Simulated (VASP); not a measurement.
# Li8CaCl10 in VASP: a series of runs, part 2 of 2

VASP 6.6.1.

## Step 5: Single point, PBE

INCAR

```
  PREC = Accurate
  ENCUT = 520
  EDIFF = 1E-6
  ISMEAR = -1
  SIGMA = 0.05
  LREAL = Auto
  LASPH = T
  NELM = 100
  ALGO = Normal
  ISIF = 2
  LWAVE = F
  LCHARG = F
  GGA = PE
  NBANDS = 67
  ISYM = 0
```

KPOINTS

```
Automatic mesh
0
Gamma
  1 1 1
```

POSCAR

```
Li8CaCl10
1.0
    7.6216650000     -0.1881850000     -0.0394400000
   -0.1881850000      7.3227830000     -0.1529230000
   -0.0394400000     -0.1529230000      7.6842230000
Li Cl Ca
8 10 1
Direct
    0.4880958208      0.8736350656      0.6211668238
    0.8943767327      0.6796689453      0.4445826510
    0.6508507552      0.3314000248      0.2564631765
    0.2148770596      0.8811641551      0.9735569904
    0.4086665270      0.3622227111      0.9074920121
    0.1481533816      0.1114139486      0.3630580378
    0.7689842502      0.7665483110      0.9208532348
    0.3155459953      0.5267104865      0.3630034269
    0.9425551612      0.3595397618      0.3936027461
    0.7886472750     -0.0335352914      0.5089800141
    0.1141018101      0.5552628512      0.8243568200
    0.1993013885      0.8114404773      0.3007984488
    0.9379856577      1.0321266487     -0.0022387354
    0.5819285046      0.5718041538      0.5207949154
    0.4920898866      0.8742491740      0.8994595591
    0.7105383290      0.4490602962      0.9822946678
    0.2818420978      0.1726255171      0.6624624590
    0.3587212232      0.2660772078      0.1784800220
    0.9236021833      0.2558038456      0.7421903505
```

Run with:

```sh
$ cat potpaw_PBE.64/Li_sv/POTCAR potpaw_PBE.64/Cl/POTCAR potpaw_PBE.64/Ca_sv/POTCAR > POTCAR
$ mpirun -np 1 vasp_gam > vasp.out
```

It used 66 s of CPU time on 1 thread of Intel Xeon 6975P-C (shared host).

It converged, with:

* Free energy: -69.6068 eV
* Largest force: 0.739 eV/Å
* Band gap on the k mesh: 5.00 eV

Forces on the atoms (eV/Å):
```
Li   0.079  0.094 -0.729
Li   0.028  0.038 -0.015
Li   0.209  0.010  0.192
Li  -0.427 -0.167  0.192
Li  -0.174  0.194 -0.444
Li  -0.060  0.104  0.067
Li   0.012 -0.136  0.021
Li  -0.101  0.045  0.032
Cl   0.257  0.374 -0.094
Cl  -0.012  0.193  0.393
Cl   0.155  0.676  0.059
Cl  -0.066 -0.465  0.154
Cl   0.273 -0.404  0.177
Cl  -0.282 -0.261 -0.238
Cl   0.401 -0.095  0.592
Cl  -0.082  0.017 -0.244
Cl  -0.144 -0.293 -0.228
Cl  -0.134  0.059  0.415
Ca   0.068  0.017 -0.301
```

Levels at points of the mesh, in eV from the valence-band top:
```tsv
k point	band 49	band 50	band 51	band 52	band 53	band 54	band 55	band 56
(0.00, 0.00, 0.00)	-0.47	-0.25	-0.06	0.00	5.00	5.94	6.10	6.24
```

Caveat: the k points lie up to 0.86 Å⁻¹ apart; the cutoff is under 1.25 times the usual one of these potentials, so pressure, stress and relaxed cells hold a basis-set (Pulay) error.

## Step 6: Single point, PBE

INCAR

```
SYSTEM = Li8CaCl10
PREC = Accurate
ENCUT = 520
EDIFF = 1E-7
ISMEAR = -1
SIGMA = 0.05
LREAL = Auto
LASPH = .TRUE.
NELM = 60
ALGO = Normal
ISIF = 2
LWAVE = .FALSE.
LCHARG = .FALSE.
GGA = PE
ISYM = 0
NBANDS = 67
```

KPOINTS

```
regular mesh
0
G
  1 1 1
  0 0 0
```

POSCAR

```
Li8CaCl10
1.0
    7.6216650000     -0.1881850000     -0.0394400000
   -0.1881850000      7.3227830000     -0.1529230000
   -0.0394400000     -0.1529230000      7.6842230000
Li Cl Ca
8 10 1
Direct
    0.4703784579      0.8498560811      0.6212439785
    0.8753820028      0.6720174855      0.3925142459
    0.6479232267      0.3060972557      0.2969033307
    0.2202299106      0.8416693256      1.0027652068
    0.3691566226      0.3807967748      0.8714216288
    0.1662218282      0.0811191293      0.3257019961
    0.7524499008      0.7623029095      0.9165593284
    0.2989744526      0.4765369166      0.4068970939
    0.9766546439      0.3543357891      0.3733731245
    0.7945310130     -0.0539617482      0.5429007345
    0.1116024175      0.5861619711      0.8324124959
    0.1661446018      0.7716954710      0.3130827580
    0.9660174845      1.0246228904     -0.0014707882
    0.5836655281      0.5498319464      0.5112830171
    0.4882831746      0.8786370267      0.8979075306
    0.7080619650      0.4396094168      0.9444015816
    0.2767405264      0.1476074591      0.6390992585
    0.3632984761      0.2532548792      0.1986437650
    0.9354248699      0.2629994242      0.7372323549
```

Potentials or basis: VASP PAW PBE potentials, release 64 (Li_sv, Cl, Ca_sv).

Run with:

```sh
$ cat potpaw_PBE.64/Li_sv/POTCAR potpaw_PBE.64/Cl/POTCAR potpaw_PBE.64/Ca_sv/POTCAR > POTCAR
$ mpirun -np 1 vasp_gam > vasp.out
```

OUTCAR:

```text
SYSTEM = Li8CaCl10
   PREC = Accurate
   ENCUT = 520
   EDIFF = 1E-7
   ISMEAR = -1
   LREAL = Auto
   LASPH = .TRUE.
   NELM = 60
   ISIF = 2
   GGA = PE
   ISYM = 0

 ion  position               nearest neighbor table
   1  0.470  0.850  0.621-  15 2.13  14 2.52  10 2.62
   2  0.875  0.672  0.393-  10 2.39  12 2.39   9 2.49  14 2.55
   3  0.648  0.306  0.297-  18 2.30  14 2.45   9 2.57
   4  0.220  0.842  0.003-  15 2.21  11 2.35  13 2.41  12 2.49
   5  0.369  0.381  0.871-  17 2.49  11 2.56
   6  0.166  0.081  0.326-  18 2.18  12 2.27   9 2.54  17 2.56
   7  0.752  0.762  0.917-  15 2.23  16 2.39  13 2.51
   8  0.299  0.477  0.407-  18 2.32  14 2.34  12 2.56   9 2.58
   9  0.977  0.354  0.373-   2 2.49   6 2.54   3 2.57   8 2.58  19 2.92
  10  0.795  0.946  0.543-   2 2.39   1 2.62  19 2.87
  11  0.112  0.586  0.832-   4 2.35   5 2.56  19 2.73
  12  0.166  0.772  0.313-   6 2.27   2 2.39   4 2.49   8 2.56
  13  0.966  0.025  0.999-   4 2.41   7 2.51  19 2.73
  14  0.584  0.550  0.511-   8 2.34   3 2.45   1 2.52   2 2.55
  15  0.488  0.879  0.898-   1 2.13   4 2.21   7 2.23
  16  0.708  0.440  0.944-   7 2.39  19 2.71
[... 167 lines left out ...]
  band No.  band energies     occupation
      1     -45.0426      2.00000
      2     -44.9623      2.00000
      3     -44.6937      2.00000
      4     -44.5163      2.00000
      5     -44.5121      2.00000
      6     -44.4744      2.00000
[... 56 lines left out ...]
     63       6.9193      0.00000
     64       7.0608      0.00000
 [bands above 64 left out]

------------------------ aborting loop because EDIFF is reached ----------------------------------------

  FORCE on cell =-STRESS in cart. coord.  units (eV):
  Direction    XX          YY          ZZ          XY          YZ          ZX
  --------------------------------------------------------------------------------------
  -------------------------------------------------------------------------------------
  Total        1.0932405      0.2943003      1.5553516      2.1705586     -0.5299400     -0.6102604
  in kB        4.0885607      1.1006404      5.8167892      8.1175743     -1.9818987     -2.2822853
  external PRESSURE =       3.6686635 kB  Pullay stress =       0.0000000 kB

 VOLUME and BASIS-vectors are now :
 -----------------------------------------------------------------------------
  energy-cutoff  :      520.00
  volume of cell :      428.41
      direct lattice vectors                 reciprocal lattice vectors
     7.621665000 -0.188185000 -0.039440000     0.131292453  0.003389509  0.000741325
    -0.188185000  7.322783000 -0.152923000     0.003389509  0.136704385  0.002737938
    -0.039440000 -0.152923000  7.684223000     0.000741325  0.002737938  0.130195067

 POSITION                                       TOTAL-FORCE (eV/Angst)
 -----------------------------------------------------------------------------------
      3.40064      6.03979      4.62526         0.143112      0.155340     -0.696476
      6.52992      4.69628      2.87888         0.098018      0.070184      0.256636
      4.86894      2.07415      2.20911         0.272474      0.032736     -0.117108
      1.52002      6.12149     -0.11615        -0.405095     -0.031920      0.118114
      2.70756      2.58576      6.62341         0.210897     -0.028793      0.100779
      1.23878      0.51293      2.48381        -0.569288     -0.015887      0.374142
[... 11 lines left out ...]
      2.71345      1.75579      1.47337         0.573127      0.305337     -0.642849
      7.05093      1.63711      5.58795         0.074178     -0.381373     -0.245909
 -----------------------------------------------------------------------------------
    total drift:                                0.002978     -0.000535     -0.006190

  FREE ENERGIE OF THE ION-ELECTRON SYSTEM (eV)
  ---------------------------------------------------
  free  energy   TOTEN  =       -69.5152610626 eV

  energy  without entropy=      -69.5152610625  energy(sigma->0) =      -69.51526106
```

stdout:

```text
POSCAR found type information on POSCAR LiClCa
 POSCAR found :  3 types and      19 ions
 scaLAPACK will be used
 LDA part: xc-table for (Slater+PW92), standard interpolation
 POSCAR, INCAR and KPOINTS ok, starting setup
 FFT: planning ... GRIDC
 FFT: planning ... GRID_SOFT
 FFT: planning ... GRID
 WAVECAR not read
 entering main loop
```

It used 72 s of CPU time on 1 thread of Intel Xeon 6975P-C (shared host).

What came out:

| Property | Result |
| --- | --- |
| Free energy | -69.5153 eV |
| Largest force | 0.914 eV/Å |
| Band gap on the k mesh | 5.02 eV |

Forces in eV/Å, atoms in the order of the input:
```
Li   0.143  0.155 -0.696
Li   0.098  0.070  0.257
Li   0.272  0.033 -0.117
Li  -0.405 -0.032  0.118
Li   0.211 -0.029  0.101
Li  -0.569 -0.016  0.374
Li   0.394  0.026 -0.136
Li  -0.314  0.046 -0.088
Cl  -0.543  0.110  0.320
Cl  -0.217  0.377  0.125
Cl   0.417 -0.444 -0.289
Cl   0.412 -0.185 -0.009
Cl  -0.045 -0.139  0.062
Cl  -0.224 -0.121 -0.204
Cl   0.277 -0.049  0.748
Cl  -0.452 -0.053  0.273
Cl  -0.103  0.327  0.052
Cl   0.573  0.305 -0.643
Ca   0.074 -0.381 -0.246
```

Levels at points of the mesh, in eV from the valence-band top:
| k point | band 50 | band 51 | band 52 | band 53 | band 54 | band 55 |
| --- | --- | --- | --- | --- | --- | --- |
| (0.00, 0.00, 0.00) | -0.17 | -0.15 | 0.00 | 5.02 | 6.00 | 6.16 |

Caveat: the k points lie up to 0.86 Å⁻¹ apart; the cutoff is under 1.25 times the usual one of these potentials, so pressure, stress and relaxed cells hold a basis-set (Pulay) error.
